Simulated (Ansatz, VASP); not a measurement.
Two plane-wave programs on P

```
P
1.0
     5.11287    0.00000    0.00000
    -2.55644    4.42788    0.00000
     0.00000    0.00000    5.33880
P
6
Cartesian
  1.4793 0.0000 2.6694
  -0.7397 1.2811 4.4490
  1.8168 3.1467 0.8898
  3.6336 0.0000 2.6694
  -1.8168 3.1467 4.4490
  0.7397 1.2811 0.8898
```

Alike in both runs: functional PBE; k mesh 6 × 6 × 4; occupations gaussian, width 0.1 eV; no spin polarisation.

Ansatz relaxed the structure, and its values are those at the end. VASP's run is a single point on that final structure, the one shown.

```csv
,VASP,Ansatz
version,VASP 6.6.1,Ansatz 0.2.0
potentials or method,"VASP PAW PBE potentials, release 64 (P), cutoff 520 eV","scalar-relativistic, plane waves, PAW"
valence electrons in the cell,30,30
```

|  | VASP | Ansatz | Ansatz less VASP |
| --- | --- | --- | --- |
| gap on the k mesh at the Fermi level (eV) | none | none | - |
| pressure (GPa) | -0.1 | 0.1 | +0.21 |
| rms of the force components (eV/Å) | 0.009 | 0.010 | +0.0013 |

A gap of «none» marks a metal or a gap that the smearing closes.
